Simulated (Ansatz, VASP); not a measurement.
CoO: VASP beside Ansatz

```
Co O
1.0
     2.55800    0.00000    0.00000
     0.00000    2.55800    0.00000
     0.00000    0.00000    2.55800
Co O
1 1
Direct
  0.00000 0.00000 0.00000
  0.50000 0.50000 0.50000
```

Alike in both runs: task single point; functional PBE; k mesh 8 × 8 × 8; occupations gaussian, width 0.1 eV; collinear spin; Hubbard terms Co d U = 3.32 eV.

```csv
,VASP,Ansatz
version,VASP 6.6.1,Ansatz 0.2.0
potentials or method,"VASP PAW PBE potentials, release 64 (Co_sv, O), cutoff 700 eV","scalar-relativistic, plane waves, PAW"
valence electrons in the cell,23,23
```

```csv
,VASP,Ansatz,Ansatz less VASP
gap on the k mesh at the Fermi level (eV),1.53,1.41,-0.129
least direct gap on the mesh (eV),1.94,1.84,-0.102
pressure (GPa),23.8,27.8,+4.03
net moment per atom (μB),1.50,1.50,0.000
size of the moment on the site where the two differ most (μB),2.62,2.57,-0.047
```

Site moments also hang on the region over which each program counts them. The programs project onto different local orbitals, so the same U acts differently, and such runs can settle in different states.
